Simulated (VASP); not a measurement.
# Si (a cell with a defect) in VASP: a series of runs, part 2 of 2

VASP 6.6.1.

### 3 Single point, LDA

INCAR reads:

```
  PREC = Accurate
  ENCUT = 520
  EDIFF = 1E-7
  ISMEAR = -1
  SIGMA = 0.05
  LREAL = Auto
  LASPH = True
  NELM = 60
  ALGO = Normal
  ISIF = 2
  LWAVE = False
  LCHARG = True
  GGA = CA
  LELF = True
  LVHAR = True
  NBANDS = 163
```

KPOINTS reads:

```
Automatic mesh
0
Gamma
  1 1 1
```

POSCAR reads:

```
Si
1.0
   10.8600000000      0.0000000000      0.0000000000
    0.0000000000     10.8600000000      0.0000000000
    0.0000000000      0.0000000000     10.8600000000
Si
63
Direct
    0.5002966851     -0.0003031308     -0.0012758748
    0.6242948435      0.1255172192      0.1245062615
    0.7497447514      0.2496340700     -0.0004454880
    0.8738729282      0.3774898711      0.1274299263
    0.7494384899      0.0007444751      0.2500897790
    0.8747765193      0.1252411602      0.3752054328
    0.0012734807      0.0006528545      0.0003968692
    0.1240533149      0.1270000000      0.1259391344
    0.2498899632      0.2502227440      0.0001111418
    0.3728353591      0.3761525783      0.1260649171
    0.4992645488      0.4988191529      0.0004175875
    0.6245654696      0.6267245856      0.1250947514
    0.7500939227      0.7500743094     -0.0004192449
    0.8731801105      0.8755584715      0.1253272560
    0.2495663904      0.0002918048      0.2484255985
    0.3764009208      0.1232201657      0.3748732044
    0.4992023941      0.2505245856      0.2488120626
    0.6245412523      0.3751986188      0.3766619705
    0.7464381215      0.5013961326      0.2513207182
    0.7710229282      0.7305627993      0.4802642726
    0.5044930939     -0.0045238490      0.4988673112
    0.6257658379      0.1232519337      0.6240281768
    0.7500746777      0.2496694291      0.4999729282
    0.8731735727      0.3754110497      0.6254402394
    0.7509077348     -0.0047845304      0.7451415285
    0.8747870166      0.1229864641      0.8729526703
   -0.0015582873      0.5016921731      0.0018930939
    0.1208395028      0.6264818600      0.1289849908
    0.2496450276      0.7498480663      0.0003897790
    0.3747900552      0.8751453959      0.1244276243
   -0.0015207182      0.2519171271      0.2515545120
    0.1210893186      0.3787854512      0.3763464088
    0.2477590239      0.5017733886      0.2516832413
    0.3748340700      0.6252953959      0.3752000000
    0.4996954880      0.7503801105      0.2502895028
    0.6332787293      0.8669771639      0.3735715470
    0.0001456722      0.0009968692      0.5005086556
    0.1255988029      0.1257697053      0.6255426335
    0.2497813996      0.2503350829      0.4998448435
    0.3748127072      0.3745385820      0.6250924494
    0.4997114180      0.5004406077      0.5003269797
    0.6332702578      0.6238069061      0.6168604972
    0.8770933702      0.8673092081      0.6171767956
    0.2512471455     -0.0002651013      0.7496455801
    0.3749525783      0.1250722836      0.8749851750
    0.5003005525      0.2487970534      0.7495973297
    0.6243682320      0.3745739411      0.8753465009
    0.7494423573      0.5002628913      0.7505640884
    0.8747726519      0.6253065378      0.8751325967
   -0.0040902394      0.7530970534      0.2540250460
    0.1245508287      0.8754979742      0.3767842541
   -0.0037045120      0.5037096685      0.5030135359
    0.1245645488      0.6268545120      0.6253500921
    0.2503632597      0.7500347145      0.4999144567
    0.3767486188      0.8741606814      0.6240936464
    0.0011824125      0.2505361878      0.7506406998
    0.1240126151      0.3760704420      0.8769478821
    0.2495305709      0.4985273481      0.7502123389
    0.3763257827      0.6248950276      0.8732589319
    0.5043941989      0.7489485267      0.7455062615
    0.6257544199      0.8741115101      0.8731906998
    0.0001178637      0.7505596685      0.7508250460
    0.1256345304      0.8755172192      0.8756214549
```

Potentials or basis: VASP PAW LDA potentials, release 64 (Si).

Command:

```console
> cat potpaw_LDA.64/Si/POTCAR > POTCAR
> mpirun -np 1 vasp_gam > vasp.out
```

OUTCAR:

```text
PREC = Accurate
   ENCUT = 520
   EDIFF = 1E-7
   ISMEAR = -1
   LREAL = Auto
   LASPH = True
   NELM = 60
   ISIF = 2
   GGA = CA

 ion  position               nearest neighbor table
   1  0.500  1.000  0.999-  45 2.35   2 2.36  30 2.36  61 2.36
   2  0.624  0.126  0.125-  17 2.35   3 2.35   5 2.35   1 2.36
   3  0.750  0.250  1.000-   2 2.35  47 2.35  26 2.37   4 2.38
   4  0.874  0.377  0.127-  31 2.35  27 2.35  19 2.35   3 2.38
   5  0.749  0.001  0.250-  14 2.34  36 2.35   6 2.35   2 2.35
   6  0.875  0.125  0.375-  23 2.34  31 2.35  37 2.35   5 2.35
[... 10 lines left out ...]
  17  0.499  0.251  0.249-   2 2.35  10 2.35  16 2.36  18 2.37
[... 32 lines left out ...]
  50  0.996  0.753  0.254-  51 2.34  14 2.34  28 2.36
  51  0.125  0.875  0.377-  37 2.34  50 2.34  54 2.35  15 2.37
  52  0.996  0.504  0.503-  53 2.34  24 2.34  32 2.36
  53  0.125  0.627  0.625-  62 2.34  52 2.34  54 2.35  58 2.37
  54  0.250  0.750  0.500-  34 2.34  51 2.35  53 2.35  55 2.35
  55  0.377  0.874  0.624-  60 2.35  21 2.35  54 2.35  44 2.36
  56  0.001  0.251  0.751-  38 2.35  57 2.35  26 2.36  24 2.37
  57  0.124  0.376  0.877-  56 2.35  58 2.35   9 2.35  27 2.36
  58  0.250  0.499  0.750-  40 2.35  57 2.35  59 2.36  53 2.37
  59  0.376  0.625  0.873-  11 2.36  58 2.36  29 2.37  60 2.38
  60  0.504  0.749  0.746-  61 2.35  55 2.35  59 2.38  42 2.40
  61  0.626  0.874  0.873-  60 2.35  25 2.35  13 2.35   1 2.36
  62  0.000  0.751  0.751-  53 2.34  43 2.35  49 2.35  63 2.35
  63  0.126  0.876  0.876-   7 2.35  29 2.35  62 2.35  44 2.36

  LATTYP: Found a simple cubic cell.
 ALAT       =    10.8600000000

  Lattice vectors:

 A1 = (  10.8600000000,   0.0000000000,   0.0000000000)
 A2 = (   0.0000000000,  10.8600000000,   0.0000000000)
 A3 = (   0.0000000000,   0.0000000000,  10.8600000000)

Analysis of symmetry for initial positions (statically):
=====================================================================
 Subroutine PRICEL returns:
 Original cell was already a primitive cell.

 Routine SETGRP: Setting up the symmetry group for a
 simple cubic supercell.

 Subroutine GETGRP returns: Found  1 space group operations
 (whereof  1 operations were pure point group operations)
 out of a pool of 48 trial point group operations.

The static configuration has the point symmetry C_1 .

Analysis of symmetry for dynamics (positions and initial velocities):
=====================================================================
 Subroutine PRICEL returns:
 Original cell was already a primitive cell.

 Routine SETGRP: Setting up the symmetry group for a
 simple cubic supercell.

 Subroutine GETGRP returns: Found  1 space group operations
 (whereof  1 operations were pure point group operations)
 out of a pool of 48 trial point group operations.

The dynamic configuration has the point symmetry C_1 .

 Subroutine INISYM returns: Found  1 space group operations
 (whereof  1 operations are pure point group operations),
 and found     1 'primitive' translations

----------------------------------------------------------------------------------------

                                     Primitive cell

  volume of cell :    1280.8241

[... 158 lines left out ...]
     0.000000000  0.000000000  0.000000000

 Subroutine IBZKPT returns following result:
 ===========================================

 Found      1 irreducible k-points:

 Following reciprocal coordinates:
            Coordinates               Weight
  0.000000  0.000000  0.000000      1.000000
   k-points           NKPTS =      1   k-points in BZ     NKDIM =      1   number of bands    NBANDS=    163
   number of dos      NEDOS =    301   number of ions     NIONS =     63
   total plane-waves  NPLWV = 592704
   dimension x,y,z NGX =    84 NGY =   84 NGZ =   84
   dimension x,y,z NGXF=   168 NGYF=  168 NGZF=  168
   ions per type =              63
   NGX,Y,Z   is equivalent  to a cutoff of  12.86, 12.86, 12.86 a.u.
   NGXF,Y,Z  is equivalent  to a cutoff of  25.72, 25.72, 25.72 a.u.
 SYSTEM =  unknown system
   PREC   = accura    normal or accurate (medium, high low for compatibility)
   ISTART =      0    job   : 0-new  1-cont  2-samecut
   ICHARG =      2    charge: 1-file 2-atom 10-const
   ISPIN  =      1    spin polarized calculation?
   LNONCOLLINEAR =      F non collinear calculations
   LSORBIT =      F    spin-orbit coupling
   LASPH  =      T    aspherical Exc in radial PAW
   ENCUT  =  520.0 eV  38.22 Ry    6.18 a.u.  20.19 20.19 20.19*2*pi/ulx,y,z
   NELM   =     60;   NELMIN=  2; NELMDL= -5     # of ELM steps
   EDIFF  = 0.1E-06   stopping-criterion for ELM
   LREAL  =      T    real-space projection
   EDIFFG = 0.1E-05   stopping-criterion for IOM
   NSW    =      0    number of steps for IOM
   IBRION =     -1    ionic relax: 0-MD 1-quasi-New 2-CG
   NFREE  =      0    steps in history (QN), initial steepest desc. (CG)
   ISIF   =      2    stress and relaxation
   ISYM   =      2    0-nonsym 1-usesym 2-fastsym
   POTIM  = 0.5000    time-step for ionic-motion
   TEBEG  =    0.0;   TEEND  =   0.0 temperature during run
   PSTRESS=    0.0 pullay stress
   NELECT =     252.0000    total number of electrons
   NUPDOWN=      -1.0000    fix difference up-down
   EMIN   =  10.00;   EMAX   =-10.00  energy-range for DOS
   EFERMI =   0.00;   METHOD = LEGACY
   ISMEAR =    -1;   SIGMA  =   0.05  broadening in eV -4-tet -1-fermi 0-gaus
   EFERMI_NEDOS =   21; number of points for ismear=-14 and -15
   IALGO  =     38    algorithm
   IMIX   =      4    mixing-type and parameters
     AMIX     =   0.40;   BMIX     =  1.00
     AMIX_MAG =   1.60;   BMIX_MAG =  1.00
  volume/ion in A,a.u.               =      20.33       137.20
  Fermi-wavevector in a.u.,A,eV,Ry     =   0.952164  1.799329 12.335269  0.906617
  Thomas-Fermi vector in A             =   2.080702
   LORBIT       =      0    0 simple, 1 ext, 2 COOP (PROOUT), +10 PAW based schemes
   GGA     = CA    functional components
   LHFCALC =     F    Hartree Fock is set to
   AEXX    =    0.0000 exact exchange contribution
   IVDW    =     0    specifies the selected vdW correction
   LEPSILON=     F    determine dielectric tensor
   LRPA    =     F    only Hartree local field effects (RPA)
 non-spin polarized calculation
  energy-cutoff  :      520.00
  volume of cell :     1280.82
 maximum number of plane-waves:     17229
 NGX is ok and might be reduce to    84
   NGX = 41   NGY = 41   NGZ = 41

 number of electron     251.9999985 magnetization

 Free energy of the ion-electron system (eV)
  ---------------------------------------------------
  ext. energy  EPLUGINS =         0.00000000
  ---------------------------------------------------
  free energy    TOTEN  =      -365.36063598 eV

  energy without entropy =     -365.11581446  energy(sigma->0) =     -365.23822522

 E-fermi :   6.1295     XC(G=0):  -9.5428

 val. band max:        5.3574146470   @ k =   0.0000   0.0000   0.0000
 cond. band min:       6.1691203872   @ k =   0.0000   0.0000   0.0000
 fundamental gap:      0.8117057402
 Fermi energy:         6.1295211561

 k-point     1 :       0.0000    0.0000    0.0000
  band No.  band energies     occupation
      1      -6.2649      2.00000
      2      -5.2186      2.00000
      3      -5.2163      2.00000
      4      -5.2097      2.00000
      5      -5.2087      2.00000
      6      -5.1882      2.00000
[... 130 lines left out ...]
    137       6.7607      0.00001
    138       6.8114      0.00000
 [bands above 138 left out]

------------------------ aborting loop because EDIFF is reached ----------------------------------------

  FORCE on cell =-STRESS in cart. coord.  units (eV):
  Direction    XX          YY          ZZ          XY          YZ          ZX
  --------------------------------------------------------------------------------------
  -------------------------------------------------------------------------------------
  Total      -13.0990461    -12.5736293    -12.6690687      1.9217353     -1.3077979      2.0185832
  in kB      -16.3855407    -15.7282991    -15.8476838      2.4038905     -1.6359188      2.5250371
  external PRESSURE =     -15.9871745 kB  Pullay stress =       0.0000000 kB

 VOLUME and BASIS-vectors are now :
 -----------------------------------------------------------------------------
  energy-cutoff  :      520.00
  volume of cell :     1280.82
      direct lattice vectors                 reciprocal lattice vectors
    10.860000000  0.000000000  0.000000000     0.092081031  0.000000000  0.000000000
     0.000000000 10.860000000  0.000000000     0.000000000  0.092081031  0.000000000
     0.000000000  0.000000000 10.860000000     0.000000000  0.000000000  0.092081031

 POSITION                                       TOTAL-FORCE (eV/Angst)
 -----------------------------------------------------------------------------------
      5.43322     10.85671     10.84614        -0.001736      0.001433      0.006295
      6.77984      1.36312      1.35214         0.005689     -0.001396     -0.003053
      8.14223      2.71103     10.85516         0.003329     -0.009594     -0.010763
      9.49026      4.09954      1.38389         0.018260     -0.032914     -0.033160
      8.13890      0.00808      2.71597        -0.000699      0.004034      0.000528
      9.50007      1.36012      4.07473         0.004436     -0.005638     -0.005974
[... 55 lines left out ...]
      0.00128      8.15108      8.15396        -0.000986      0.000236      0.004015
      1.36439      9.50812      9.50925         0.000876     -0.006653     -0.001392
 -----------------------------------------------------------------------------------
    total drift:                                0.001345      0.014194      0.004293

  FREE ENERGIE OF THE ION-ELECTRON SYSTEM (eV)
  ---------------------------------------------------
  free  energy   TOTEN  =      -365.3606359761 eV

  energy  without entropy=     -365.1158144550  energy(sigma->0) =     -365.23822522
```

Wall time 8.8 min (1 thread of Intel Xeon 8259CL, shared host); peak memory 0.68 GiB.

Results:

```yaml
Free_energy: -365.3606 eV
Pressure: -1.6 GPa
Largest_force: 0.296 eV/Å
```

Forces on the atoms (eV/Å):
```
Si  -0.002  0.001  0.006
Si   0.006 -0.001 -0.003
Si   0.003 -0.010 -0.011
Si   0.018 -0.033 -0.033
Si  -0.001  0.004  0.001
Si   0.004 -0.006 -0.006
Si   0.001 -0.009  0.002
Si   0.005 -0.009 -0.005
Si   0.004  0.000 -0.003
Si   0.009 -0.006 -0.007
Si   0.009  0.001  0.000
Si   0.003  0.004 -0.003
Si   0.003  0.000 -0.009
Si  -0.005 -0.004 -0.004
Si  -0.002 -0.008  0.002
Si   0.002 -0.001 -0.006
Si   0.009  0.000  0.000
Si   0.003 -0.004  0.004
Si   0.004 -0.055 -0.054
Si  -0.180  0.165  0.168
Si  -0.022  0.024  0.013
Si  -0.002  0.011  0.003
Si   0.003 -0.010 -0.002
Si  -0.004 -0.006 -0.002
Si  -0.011  0.028  0.028
Si   0.003  0.001  0.001
Si   0.012 -0.009 -0.017
Si   0.038 -0.024 -0.038
Si   0.012 -0.001 -0.010
Si   0.003 -0.007  0.004
Si   0.011 -0.018 -0.008
Si   0.038 -0.038 -0.024
Si   0.016 -0.010 -0.011
Si   0.005 -0.007 -0.006
Si  -0.003  0.003  0.004
Si  -0.049  0.046  0.008
Si  -0.001  0.003  0.001
Si   0.002 -0.002 -0.007
Si   0.011 -0.008 -0.002
Si   0.004  0.005 -0.007
Si  -0.002  0.004  0.001
Si  -0.046  0.006  0.043
Si  -0.012  0.051  0.051
Si  -0.005  0.002  0.002
Si   0.002 -0.004 -0.002
Si  -0.002  0.006  0.002
Si   0.007 -0.001 -0.003
Si  -0.002  0.001  0.003
Si   0.005 -0.007 -0.004
Si   0.054 -0.014 -0.056
Si   0.002 -0.005  0.005
Si   0.054 -0.055 -0.011
Si   0.001  0.004 -0.004
Si   0.010 -0.001 -0.003
Si  -0.009  0.002  0.002
Si   0.001  0.001 -0.008
Si   0.006 -0.005 -0.009
Si  -0.002  0.002 -0.008
Si   0.003 -0.007 -0.001
Si  -0.021  0.013  0.022
Si  -0.002  0.003  0.011
Si  -0.001  0.000  0.004
Si   0.001 -0.007 -0.001
```

Levels at points of the mesh, in eV from the Fermi level:
```
           k point  band 122  band 123  band 124  band 125  band 126  band 127  band 128  band 129
(0.00, 0.00, 0.00)     -1.63     -0.80     -0.79     -0.77      0.04      0.04      0.06      0.14
```

Caveat: the k points lie up to 0.58 Å⁻¹ apart.
